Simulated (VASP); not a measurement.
## BaOs2: single point with PBE

The system is BaOs2.

```
Ba Os
1.0
     3.62983    0.00000    0.00000
    -1.81491    3.14352    0.00000
     0.00000    0.00000    5.71260
Ba Os
1 2
Cartesian
  0.0000 0.0000 2.8563
  0.0000 0.0000 0.7908
  0.0000 0.0000 4.9218
```

```yaml
Program: VASP 6.6.1
Task: single point
Functional: PBE
Potentials_or_basis: VASP PAW PBE potentials, release 64 (Ba_sv, Os)
Cutoff: 520 eV
k_mesh: 6 × 6 × 4
Occupations: gaussian, width 0.1 eV
Spin: no spin polarisation
Dipole_correction: no
Further_INCAR_settings: ALGO = Fast; EDIFF = 1e-07; NBANDS = 20
```

| Property | Result |
| --- | --- |
| Pressure | 143.7 GPa |
| Largest force | 32.741 eV/Å |
| Band gap on the k mesh | zero (band 13 reaches 7.35 eV, above the bottom of band 14 at 5.15 eV) |

Forces in eV/Å, atoms in the order of the input:
```
Ba    0.000   0.000   0.000
Os    0.000   0.000  32.741
Os    0.000   0.000 -32.741
```

Stress tensor (GPa, compression positive):
```
 -3.90   0.00   0.00
  0.00  -3.90   0.00
  0.00   0.00 439.05
```

Levels at points of the mesh, in eV from the Fermi level:
| k point | band 10 | band 11 | band 12 | band 13 | band 14 | band 15 | band 16 | band 17 |
| --- | --- | --- | --- | --- | --- | --- | --- | --- |
| (0.00, 0.00, 0.00) | -4.30 | -3.13 | -1.31 | -1.31 | -0.64 | -0.64 | -0.05 | 2.87 |
| (0.50, 0.00, 0.00) | -3.53 | -1.81 | -1.75 | -0.28 | -0.21 | 0.06 | 0.50 | 1.50 |
| (0.00, 0.00, 0.50) | -4.41 | -1.14 | -1.14 | 1.47 | 1.84 | 3.25 | 3.25 | 3.50 |
| (0.50, 0.00, 0.50) | -3.02 | -1.99 | 0.34 | 0.36 | 1.39 | 1.86 | 2.97 | 3.63 |

Run time: 17 s on 1 thread of Intel(R) Xeon(R) 6975P-C (Granite Rapids), on a shared host, peak memory 0.18 GiB.

Caveat: spin-orbit coupling is left out, which moves the levels of the heavy elements; forces of over 1 eV/Å act on the atoms, so gaps and moduli don't describe the material at rest.
